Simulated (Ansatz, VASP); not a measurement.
BeCl in VASP and in Ansatz

File INCAR:

```
  ALGO = Normal
  EDIFF = 1E-7
  EDIFFG = -0.04
  ENCUT = 600
  GGA = PE
  GGA_COMPAT = F
  IBRION = 2
  ISIF = 3
  ISMEAR = 0
  LASPH = T
  LCHARG = F
  LREAL = F
  LWAVE = F
  NELM = 120
  NELMIN = 4
  NSW = 90
  PREC = Accurate
  SIGMA = 0.1
```

The input KPOINTS:

```
k-points
0
Gamma
  6 6 6
```

File POSCAR:

```
BeCl
1.0
    3.3050236200      0.0000000000      0.0000000000
    0.0000000000      3.3050236200      0.0000000000
    0.0000000000      0.0000000000      3.3050236200
Be Cl
1 1
Direct
    0.0000000000      0.0000000000      0.0000000000
    0.5000000000      0.5000000000      0.5000000000
```

Input for Ansatz:

```yaml
crystal:
  lattice:
    - [3.30502362, 0.0, 0.0]
    - [0.0, 3.30502362, 0.0]
    - [0.0, 0.0, 3.30502362]
  atoms:
    - { symbol: Be, position: [0.0, 0.0, 0.0] }
    - { symbol: Cl, position: [0.5, 0.5, 0.5] }
basis:
  ecutwfc: 420
kpoints:
  mp_grid: { grid: [6, 6, 6] }
hamiltonian:
  xc: pbe
scf:
  occupations: { method: gaussian, width: 0.1 }
  lower_state_search: "off"
output:
  forces: true
  stress: true
  eigenvalues: true
relax:
  adjacent_minimum: "off"
  f_tol: 0.04
  max_steps: 70
  cell: { stress_tol: 0.4 }
```

Alike in both runs: task relaxation of cell and atoms; functional PBE; k mesh 6 × 6 × 6; occupations gaussian, width 0.1 eV; no spin polarisation.

|  | VASP | Ansatz |
| --- | --- | --- |
| version | VASP 6.6.1 | Ansatz 0.2.0 |
| potentials or method | VASP PAW PBE potentials, release 64 (Be, Cl), cutoff 600 eV | scalar-relativistic, plane waves, PAW |
| valence electrons in the cell | 9 | 9 |

```csv
,VASP,Ansatz,Ansatz less VASP
"gap on the k mesh at the Fermi level, each at its own relaxed structure (eV)",none,none,-
relaxed volume (Å³/atom),14.98,14.69,-0.285
relaxed cell length with the largest relative difference (Å),3.106,3.086,-0.0198
```

A gap of «none» marks a metal or a gap that the smearing closes.

Noted on VASP's run: the volume moved by over 15 % at a fixed basis, so the end points are rough.
